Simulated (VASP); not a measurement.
# ZnS (F-43m) in VASP: notebook

The runs below take ZnS through single point, with LDA, BLYP+D3(BJ), SVWN5.

Program: VASP 6.6.1. These are calculated values, not measurements. Logs are shortened: lines on timing, memory, paths and dates and some standing lists are left out, and cuts for length are marked.

**Measured values to compare with.**

“Electronic, vibrational, and thermodynamic properties of ZnS (zincblende and rocksalt structure)”, 2009, arxiv:0911.5022 quotes, for a bulk crystal of ZnS at 19 K: band gap 3.85 eV (direct).

The runs below are set against these values where they give the same quantity.

## 1. The cell of the first run

Symmetry: F-43m, No. 216, cubic system. The conventional cell has a = 5.294 Å, b = 5.294 Å, c = 5.294 Å, α = 90.00°, β = 90.00°, γ = 90.00°. Within 3.0 Å of Zn (site symmetry -43m) lie 4 S at 2.29 Å. Within 3.0 Å of S (site symmetry -43m) lie 4 Zn at 2.29 Å.

## 2. Single point, LDA (volume scaled by 0.94)

The input, INCAR:

```
SYSTEM = ZnS
ALGO     = Normal         ! electronic algorithm
EDIFF    = 1E-7           ! SCF threshold, eV
ENCUT    = 520            ! plane-wave cutoff, eV
GGA      = CA             ! functional
ISIF     = 2              ! what is computed and relaxed
ISMEAR   = -1             ! smearing method
LASPH    = .TRUE.         ! aspherical terms in the spheres
LCHARG   = .FALSE.        ! write CHGCAR
LREAL    = .FALSE.        ! projectors in reciprocal space
LWAVE    = .FALSE.        ! write WAVECAR
NBANDS   = 16             ! bands
NELM     = 80             ! most SCF steps
PREC     = Accurate       ! precision mode
SIGMA    = 0.05           ! smearing width, eV
```

The input, KPOINTS:

```
k-points
0
G
  9 9 9
  0 0 0
```

The input, POSCAR:

```
ZnS
1.0
    0.0000000000      2.6468416657      2.6468416657
    2.6468416657      0.0000000000      2.6468416657
    2.6468416657      2.6468416657      0.0000000000
Zn S
1 1
Direct
    0.7500000000      0.7500000000      0.7500000000
    0.0000000000      0.0000000000      0.0000000000
```

Potentials or basis: VASP PAW LDA potentials, release 64 (Zn, S).

Run with:

```sh
> cat potpaw_LDA.64/Zn/POTCAR potpaw_LDA.64/S/POTCAR > POTCAR
> mpirun -np 1 vasp_std > vasp.out
```

OUTCAR:

```text
SYSTEM = ZnS
   EDIFF = 1E-7
   ENCUT = 520
   GGA = CA
   ISIF = 2
   ISMEAR = -1
   LASPH = .TRUE.
   LREAL = .FALSE.
   NELM = 80
   PREC = Accurate

 ion  position               nearest neighbor table
   1  0.750  0.750  0.750-   2 2.29   2 2.29   2 2.29   2 2.29
   2  0.000  0.000  0.000-   1 2.29   1 2.29   1 2.29   1 2.29

  LATTYP: Found a face centered cubic cell.
 ALAT       =     5.2936833314

  Lattice vectors:

 A1 = (   0.0000000000,   2.6468416657,   2.6468416657)
 A2 = (   2.6468416657,   0.0000000000,   2.6468416657)
 A3 = (   2.6468416657,   2.6468416657,   0.0000000000)

Analysis of symmetry for initial positions (statically):
=====================================================================
 Subroutine PRICEL returns:
 Original cell was already a primitive cell.

 Routine SETGRP: Setting up the symmetry group for a
 face centered cubic supercell.

 Subroutine GETGRP returns: Found 24 space group operations
 (whereof 24 operations were pure point group operations)
 out of a pool of 48 trial point group operations.

The static configuration has the point symmetry T_d .

Analysis of symmetry for dynamics (positions and initial velocities):
=====================================================================
 Subroutine PRICEL returns:
 Original cell was already a primitive cell.

 Routine SETGRP: Setting up the symmetry group for a
 face centered cubic supercell.

 Subroutine GETGRP returns: Found 24 space group operations
 (whereof 24 operations were pure point group operations)
 out of a pool of 48 trial point group operations.

The dynamic configuration has the point symmetry T_d .

 Subroutine INISYM returns: Found 24 space group operations
 (whereof 24 operations are pure point group operations),
 and found     1 'primitive' translations

----------------------------------------------------------------------------------------

                                     Primitive cell

  volume of cell :      37.0863

  direct lattice vectors                    reciprocal lattice vectors
     0.000000000  2.646841666  2.646841666    -0.188904386  0.188904386  0.188904386
     2.646841666  0.000000000  2.646841666     0.188904386 -0.188904386  0.188904386
     2.646841666  2.646841666  0.000000000     0.188904386  0.188904386 -0.188904386

  length of vectors
     3.743199381  3.743199381  3.743199381     0.327191995  0.327191995  0.327191995

  position of ions in fractional coordinates (direct lattice)
     0.750000000  0.750000000  0.750000000
     0.000000000  0.000000000  0.000000000

  ion indices of the primitive-cell ions
   primitive index   ion index
                 1           1
                 2           2

----------------------------------------------------------------------------------------

 KPOINTS: k-points

Automatic generation of k-mesh.
 Grid dimensions read from file:
 generate k-points for:    9    9    9

 Generating k-lattice:

  Cartesian coordinates                     Fractional coordinates (reciprocal lattice)
    -0.020989376  0.020989376  0.020989376     0.111111111  0.000000000  0.000000000
     0.020989376 -0.020989376  0.020989376     0.000000000  0.111111111  0.000000000
     0.020989376  0.020989376 -0.020989376     0.000000000  0.000000000  0.111111111

  Length of vectors
     0.036354666  0.036354666  0.036354666

  Shift w.r.t. Gamma in fractional coordinates (k-lattice)
     0.000000000  0.000000000  0.000000000

 Subroutine IBZKPT returns following result:
 ===========================================

 Found     35 irreducible k-points:

 Following reciprocal coordinates:
            Coordinates               Weight
  0.000000  0.000000  0.000000      1.000000
  0.111111  0.000000  0.000000      8.000000
  0.222222  0.000000  0.000000      8.000000
  0.333333  0.000000  0.000000      8.000000
  0.444444  0.000000  0.000000      8.000000
  0.111111  0.111111  0.000000      6.000000
[... 16 lines left out ...]
 -0.333333  0.333333  0.000000     12.000000
  0.444444  0.444444  0.000000      6.000000
 [... further k-points ...]
   k-points           NKPTS =     35   k-points in BZ     NKDIM =     35   number of bands    NBANDS=     16
   number of dos      NEDOS =    301   number of ions     NIONS =      2
   total plane-waves  NPLWV =  21952
   dimension x,y,z NGX =    28 NGY =   28 NGZ =   28
   dimension x,y,z NGXF=    56 NGYF=   56 NGZF=   56
   ions per type =               1   1
   NGX,Y,Z   is equivalent  to a cutoff of  12.44, 12.44, 12.44 a.u.
   NGXF,Y,Z  is equivalent  to a cutoff of  24.87, 24.87, 24.87 a.u.
 SYSTEM =  ZnS
   PREC   = accura    normal or accurate (medium, high low for compatibility)
   ISTART =      0    job   : 0-new  1-cont  2-samecut
   ICHARG =      2    charge: 1-file 2-atom 10-const
   ISPIN  =      1    spin polarized calculation?
   LNONCOLLINEAR =      F non collinear calculations
   LSORBIT =      F    spin-orbit coupling
   LASPH  =      T    aspherical Exc in radial PAW
   ENCUT  =  520.0 eV  38.22 Ry    6.18 a.u.   6.96  6.96  6.96*2*pi/ulx,y,z
   NELM   =     80;   NELMIN=  2; NELMDL= -5     # of ELM steps
   EDIFF  = 0.1E-06   stopping-criterion for ELM
   LREAL  =      F    real-space projection
   EDIFFG = 0.1E-05   stopping-criterion for IOM
   NSW    =      0    number of steps for IOM
   IBRION =     -1    ionic relax: 0-MD 1-quasi-New 2-CG
   NFREE  =      0    steps in history (QN), initial steepest desc. (CG)
   ISIF   =      2    stress and relaxation
   ISYM   =      2    0-nonsym 1-usesym 2-fastsym
   POTIM  = 0.5000    time-step for ionic-motion
   TEBEG  =    0.0;   TEEND  =   0.0 temperature during run
   PSTRESS=    0.0 pullay stress
   NELECT =      18.0000    total number of electrons
   NUPDOWN=      -1.0000    fix difference up-down
   EMIN   =  10.00;   EMAX   =-10.00  energy-range for DOS
   EFERMI =   0.00;   METHOD = LEGACY
   ISMEAR =    -1;   SIGMA  =   0.05  broadening in eV -4-tet -1-fermi 0-gaus
   EFERMI_NEDOS =   21; number of points for ismear=-14 and -15
   IALGO  =     38    algorithm
   IMIX   =      4    mixing-type and parameters
     AMIX     =   0.40;   BMIX     =  1.00
     AMIX_MAG =   1.60;   BMIX_MAG =  1.00
  volume/ion in A,a.u.               =      18.54       125.14
  Fermi-wavevector in a.u.,A,eV,Ry     =   1.286553  2.431233 22.520619  1.655219
  Thomas-Fermi vector in A             =   2.418621
   LORBIT       =      0    0 simple, 1 ext, 2 COOP (PROOUT), +10 PAW based schemes
   GGA     = CA    functional components
   LHFCALC =     F    Hartree Fock is set to
   AEXX    =    0.0000 exact exchange contribution
   IVDW    =     0    specifies the selected vdW correction
   LEPSILON=     F    determine dielectric tensor
   LRPA    =     F    only Hartree local field effects (RPA)
 non-spin polarized calculation
  energy-cutoff  :      520.00
  volume of cell :       37.09
 maximum number of plane-waves:      1018
   NGX = 13   NGY = 13   NGZ = 13

 number of electron      18.0000013 magnetization

 Free energy of the ion-electron system (eV)
  ---------------------------------------------------
  ext. energy  EPLUGINS =         0.00000000
  ---------------------------------------------------
  free energy    TOTEN  =        -8.20763591 eV

  energy without entropy =       -8.20763591  energy(sigma->0) =       -8.20763591

 E-fermi :   3.5452     XC(G=0): -10.3246

 val. band max:        2.5313125106   @ k =   0.0000   0.0000   0.0000
 cond. band min:       4.6996564605   @ k =   0.0000   0.0000   0.0000
 fundamental gap:      2.1683439499
 Fermi energy:         3.5451978588

 k-point     1 :       0.0000    0.0000    0.0000
  band No.  band energies     occupation
      1     -11.0297      2.00000
      2      -4.2336      2.00000
      3      -4.2336      2.00000
      4      -4.2336      2.00000
      5      -3.6782      2.00000
      6      -3.6782      2.00000
[... 8 lines left out ...]
     15      14.3595      0.00000
     16      14.4011      0.00000

 k-point     2 :       0.1111    0.0000    0.0000
  band No.  band energies     occupation
      1     -10.9244      2.00000
      2      -4.2374      2.00000
      3      -4.2147      2.00000
      4      -4.2147      2.00000
      5      -3.6801      2.00000
      6      -3.6801      2.00000
[... 8 lines left out ...]
     15      13.7812      0.00000
     16      15.0944      0.00000

 k-point     3 :       0.2222    0.0000    0.0000
  band No.  band energies     occupation
      1     -10.6382      2.00000
      2      -4.2183      2.00000
      3      -4.1706      2.00000
      4      -4.1706      2.00000
      5      -3.6792      2.00000
      6      -3.6792      2.00000
[... 8 lines left out ...]
     15      13.4007      0.00000
     16      14.7929      0.00000

 k-point     4 :       0.3333    0.0000    0.0000
  band No.  band energies     occupation
      1     -10.2702      2.00000
      2      -4.1294      2.00000
      3      -4.1294      2.00000
      4      -4.0876      2.00000
      5      -3.6651      2.00000
      6      -3.6651      2.00000
[... 8 lines left out ...]
     15      14.1340      0.00000
     16      14.2815      0.00000
[... 324 lines left out ...]
 k-point    22 :      -0.4444    0.3333    0.0000
  band No.  band energies     occupation
      1      -9.6505      2.00000
      2      -4.1854      2.00000
      3      -3.9194      2.00000
      4      -3.8333      2.00000
      5      -3.6274      2.00000
      6      -3.3474      2.00000
[... 8 lines left out ...]
     15      15.6683      0.00000
     16      18.0409      0.00000

 k-point    23 :      -0.3333    0.3333    0.0000
  band No.  band energies     occupation
      1      -9.6874      2.00000
      2      -4.1300      2.00000
      3      -3.9621      2.00000
      4      -3.7510      2.00000
      5      -3.6620      2.00000
      6      -3.3642      2.00000
[... 8 lines left out ...]
     15      14.2416      0.00000
     16      19.3068      0.00000

 k-point    24 :       0.4444    0.4444    0.0000
  band No.  band energies     occupation
      1      -9.6489      2.00000
      2      -4.3124      2.00000
      3      -3.8649      2.00000
      4      -3.8649      2.00000
      5      -3.5927      2.00000
      6      -3.5048      2.00000
[... 8 lines left out ...]
     15      16.2794      0.00000
     16      17.7669      0.00000

 [... further k-points ...]

------------------------ aborting loop because EDIFF is reached ----------------------------------------

  FORCE on cell =-STRESS in cart. coord.  units (eV):
  Direction    XX          YY          ZZ          XY          YZ          ZX
  --------------------------------------------------------------------------------------
  -------------------------------------------------------------------------------------
  Total        0.0959278      0.0959278      0.0959278      0.0000000      0.0000000      0.0000000
  in kB        4.1442028      4.1442028      4.1442028      0.0000000      0.0000000      0.0000000
  external PRESSURE =       4.1442028 kB  Pullay stress =       0.0000000 kB

 VOLUME and BASIS-vectors are now :
 -----------------------------------------------------------------------------
  energy-cutoff  :      520.00
  volume of cell :       37.09
      direct lattice vectors                 reciprocal lattice vectors
     0.000000000  2.646841666  2.646841666    -0.188904386  0.188904386  0.188904386
     2.646841666  0.000000000  2.646841666     0.188904386 -0.188904386  0.188904386
     2.646841666  2.646841666  0.000000000     0.188904386  0.188904386 -0.188904386

 POSITION                                       TOTAL-FORCE (eV/Angst)
 -----------------------------------------------------------------------------------
      3.97026      3.97026      3.97026        -0.000000     -0.000000     -0.000000
      0.00000      0.00000      0.00000         0.000000      0.000000      0.000000
 -----------------------------------------------------------------------------------
    total drift:                                0.000001      0.000001      0.000001

  FREE ENERGIE OF THE ION-ELECTRON SYSTEM (eV)
  ---------------------------------------------------
  free  energy   TOTEN  =        -8.2076359091 eV

  energy  without entropy=       -8.2076359091  energy(sigma->0) =       -8.20763591
```

Wall time 8.1 s (1 thread of Intel Xeon 6975P-C (Granite Rapids), shared host); peak memory 0.14 GiB.

What came out:

```yaml
Free_energy: -8.2076 eV
Pressure: 0.4 GPa
Band_gap_on_the_k_mesh: 2.17 eV, direct
```

Levels at points of the mesh, in eV from the valence-band top:
```
           k point  band 7  band 8  band 9  band 10  band 11  band 12
(0.00, 0.00, 0.00)    0.00    0.00    0.00     2.17     6.21     6.21
```

[end of part 1 of 2]
